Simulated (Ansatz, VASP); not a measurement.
# Two plane-wave programs on CdS

```
CELL_PARAMETERS angstrom
4.47925 0.00000 0.00000
-2.23962 3.87914 0.00000
0.00000 0.00000 9.66754
ATOMIC_POSITIONS crystal
Cd 0.00000 0.00000 0.17441
Cd 0.00000 0.00000 0.82559
Cd 0.00000 0.00000 0.50000
S 0.50000 0.00000 0.00000
S 0.00000 0.50000 0.00000
S 0.50000 0.50000 0.00000
```

Alike in both runs: task single point; functional PBE; k mesh 6 × 6 × 2; occupations gaussian, width 0.1 eV; no spin polarisation.

```csv
,VASP,Ansatz
version,VASP 6.6.1,Ansatz 0.2.0
potentials or method,"VASP PAW PBE potentials, release 64 (Cd, S), cutoff 520 eV","scalar-relativistic, plane waves, PAW"
valence electrons in the cell,54,78
```

|  | VASP | Ansatz | Ansatz less VASP |
| --- | --- | --- | --- |
| gap on the k mesh at the Fermi level (eV) | none | none | - |
| pressure (GPa) | 11.4 | 11.4 | -0.10 |
| traceless stress, the component that is largest in VASP (GPa) | -9.13 | -9.27 | -0.139 |
| rms of the force components (eV/Å) | 0.835 | 0.813 | -0.0211 |

Atom by atom the forces differ by 0.021 eV/Å (rms over components). A gap of «none» marks a metal or a gap that the smearing closes. VASP's potentials hold 54 valence electrons a cell and Ansatz's 78, so a difference there can come from the potentials and not from the codes.
